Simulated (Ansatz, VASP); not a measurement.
## Two plane-wave programs on LiCl

INCAR

```
SYSTEM = LiCl
ALGO = Normal ; EDIFF = 1E-7
ENCUT = 520 ; ISIF = 2
ISMEAR = 0 ; LASPH = .TRUE.
LCHARG = .FALSE. ; LREAL = .FALSE.
LWAVE = .FALSE. ; NBANDS = 18
NELM = 60 ; PREC = Accurate
SIGMA = 0.01
```

Contents of KPOINTS:

```
k-points
0
G
  5 5 3
  0 0 0
```

File POSCAR:

```
LiCl
1.0
    3.9248822100      0.0000000000      0.0000000000
   -1.9624411000      3.3990477000      0.0000000000
    0.0000000000      0.0000000000      6.3571610000
Li Cl
2 2
Direct
    0.6666666667      0.3333333333      0.8760170000
    0.3333333333      0.6666666667      0.3760170000
    0.6666666667      0.3333333333      0.4989840000
    0.3333333333      0.6666666667      0.9989840000
```

Input for Ansatz:

```yaml
crystal:
  lattice:
    - [3.92488221, 0.0, 0.0]
    - [-1.9624411, 3.3990477, 0.0]
    - [0.0, 0.0, 6.357161]
  atoms:
    - { symbol: Li, position: [0.6666666666666666, 0.3333333333333333, 0.876017] }
    - { symbol: Li, position: [0.3333333333333333, 0.6666666666666666, 0.376017] }
    - { symbol: Cl, position: [0.6666666666666666, 0.3333333333333333, 0.498984] }
    - { symbol: Cl, position: [0.3333333333333333, 0.6666666666666666, 0.998984] }
kpoints:
  mp_grid:
    grid: [5, 5, 3]
  band_path:
    path:
      - [0.0, 0.0, 0.0]
      - [0.5, 0.0, 0.0]
      - [0.33333, 0.33333, 0.0]
      - [0.0, 0.0, 0.5]
      - [0.5, 0.0, 0.5]
      - [0.33333, 0.33333, 0.5]
    npoints: 1
hamiltonian:
  xc: lda
scf:
  convergence:
    dr2_threshold: 1.0e-08
  occupations:
    method: fixed
output:
  fatbands: true
```

Alike in both runs: task single point; functional LDA; k mesh 5 × 5 × 3; no spin polarisation.

|  | VASP | Ansatz |
| --- | --- | --- |
| version | VASP 6.6.1 | Ansatz 0.2.0 |
| potentials or method | VASP PAW LDA potentials, release 64 (Li_sv, Cl) | plane waves, PAW |
| plane-wave cutoff (eV) | 520 | 420 |
| occupations | gaussian, width 0.01 eV | fixed |
| valence electrons in the cell | 20 | 20 |

```csv
,VASP,Ansatz,Ansatz less VASP
gap on the k mesh at the Fermi level (eV),5.53,5.52,-0.011
```

LDA's correlation is that of Perdew and Zunger in VASP and of Perdew and Wang (1992) in Ansatz.

Noted on VASP's run: the cutoff is short for stress, so the pressure is rough.
